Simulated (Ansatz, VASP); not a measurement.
# SiO2: VASP beside Ansatz

```xyz
12
Lattice="4.9780 0.0000 0.0000 0.0000 4.9780 0.0000 0.0000 0.0000 6.9480" Properties=species:S:1:pos:R:3 pbc="T T T"
Si    1.4936    1.4936    0.0000
Si    0.9954    3.9826    1.7370
Si    3.4844    3.4844    3.4740
Si    3.9826    0.9954    5.2110
O     1.1935    0.5139    1.2398
O     1.9751    3.6825    2.9768
O     3.7845    4.4641    4.7138
O     3.0029    1.2955    6.4508
O     3.6825    1.9751    3.9712
O     4.4641    3.7845    2.2342
O     1.2955    3.0029    0.4972
O     0.5139    1.1935    5.7082
```

Alike in both runs: task relaxation of the atoms; functional PBE; k mesh 5 × 5 × 4; occupations fermi-dirac, width 0.02 eV; no spin polarisation.

```csv
,VASP,Ansatz
version,VASP 6.6.1,Ansatz 0.2.0
potentials or method,"VASP PAW PBE potentials, release 64 (Si, O)","plane-wave PAW, scalar-relativistic"
plane-wave cutoff (eV),520,420
valence electrons in the cell,64,64
```

```csv
,VASP,Ansatz,Ansatz less VASP
"gap on the k mesh at the Fermi level, each at its own relaxed structure (eV)",5.61,5.62,+0.006
```

Ansatz's warnings: stress scf threshold loose.
